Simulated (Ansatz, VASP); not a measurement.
# PbSe in VASP and in Ansatz

Contents of INCAR:

```
ALGO = Normal
EDIFF = 1E-6
ENCUT = 500
GGA = PE
GGA_COMPAT = F
ISIF = 2
ISMEAR = 0
LASPH = T
LCHARG = F
LREAL = F
LWAVE = F
NBANDS = 28
NELM = 120
PREC = Accurate
SIGMA = 0.05
```

KPOINTS

```
k-points
0
Gamma
  8 8 8
```

The input POSCAR:

```
PbSe
1.0
   -3.1793067418      0.0000000000     -3.1867407389
   -3.1793067418      0.0000000000      3.1867407389
    3.1793067418     12.2361685397      0.0000000000
Pb Se
2 2
Direct
    0.1947330000      0.1907300000      0.3854630000
    0.8092700000      0.8052670000      0.6145370000
    0.7044190000      0.6744230000      0.3788420000
    0.3255770000      0.2955810000      0.6211580000
```

Input for Ansatz:

```yaml
crystal:
  lattice:
    - [-3.1793067418, 0.0, -3.1867407389]
    - [-3.1793067418, 0.0, 3.1867407389]
    - [3.1793067418, 12.2361685397, 0.0]
  atoms:
    - { symbol: Pb, position: [0.194733, 0.19073, 0.385463] }
    - { symbol: Pb, position: [0.80927, 0.805267, 0.614537] }
    - { symbol: Se, position: [0.704419, 0.674423, 0.378842] }
    - { symbol: Se, position: [0.325577, 0.295581, 0.621158] }
basis:
  ecutwfc: 420
  fft_grid_basis: typed
kpoints:
  mp_grid: { grid: [8, 8, 8] }
hamiltonian:
  xc: pbe
  pseudopotentials: { kind: paw }
scf:
  occupations: { method: gaussian, width: 0.05 }
output:
  forces: true
  stress: true
  eigenvalues: true
  bader: true
  write_density: true
  volumetric_format: npy
  elf: true
```

Alike in both runs: task single point; functional PBE; k mesh 8 × 8 × 8; occupations gaussian, width 0.05 eV; no spin polarisation.

|  | VASP | Ansatz |
| --- | --- | --- |
| version | VASP 6.6.1 | Ansatz 0.2.0 |
| potentials or method | VASP PAW PBE potentials, release 64 (Pb_d, Se), cutoff 500 eV | scalar-relativistic, plane waves, PAW |
| valence electrons in the cell | 40 | 60 |

VASP gave:

```
gap on the k mesh at the Fermi level (eV) : 1.56
rms of the force components (eV/Å)        : 0.158
```

Problem. Estimate Ansatz's values.

Solution. gap on the k mesh at the Fermi level (eV): 1.56; rms of the force components (eV/Å): 0.161.

Atom by atom the forces differ by 0.004 eV/Å (rms over components). VASP's potentials hold 40 valence electrons a cell and Ansatz's 60, so a difference there can come from the potentials and not from the codes.

Spin-orbit coupling is off throughout.
